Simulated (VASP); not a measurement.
A run of VASP 6.6.1 is set up as follows.

File POSCAR:

```
Si
1.0
    0.0000000000      2.6601530000      2.6601530000
    2.6601530000      0.0000000000      2.6601530000
    2.6601530000      2.6601530000      0.0000000000
Si
2
Direct
    0.0000000000      0.0000000000      0.0000000000
    0.2500000000      0.2500000000      0.2500000000
```

File INCAR.step1:

```
  PREC = Accurate
  ENCUT = 520
  ISMEAR = 0
  SIGMA = 0.0356
  LREAL = False
  LASPH = True
  NELM = 100
  NBANDS = 11
  GGA = PE
  ALGO = Normal
  EDIFF = 1E-4
  LWAVE = True
  LCHARG = False
```

File INCAR.step2:

```
  PREC = Accurate
  ENCUT = 520
  EDIFF = 1E-6
  ISMEAR = 0
  SIGMA = 0.0356
  LREAL = False
  LASPH = True
  NELM = 100
  ALGO = Normal
  ISIF = 2
  LWAVE = False
  LCHARG = True
  METAGGA = R2SCAN
  LMIXTAU = True
  LELF = True
  LVHAR = True
  NBANDS = 11
  ISTART = 1
```

The input KPOINTS:

```
regular mesh
0
Gamma
  8 8 8
```

Potentials or basis: VASP PAW PBE potentials, release 64 (Si).

Launch:

```bash
$ cat potpaw_PBE.64/Si/POTCAR > POTCAR
$ cp INCAR.step1 INCAR
$ mpirun -np 1 vasp_std > vasp.out
$ cp INCAR.step2 INCAR
$ mpirun -np 1 vasp_std > vasp.out
```

Q: Predict the pressure.

A: 7.5 GPa.

Q: Predict the band gap on the k mesh.

A: 0.71 eV, indirect (least direct gap 2.78 eV).

Caveat: the PAW data sets were made with another functional, which shifts forces and pressure a little. A k mesh can miss the band edges.
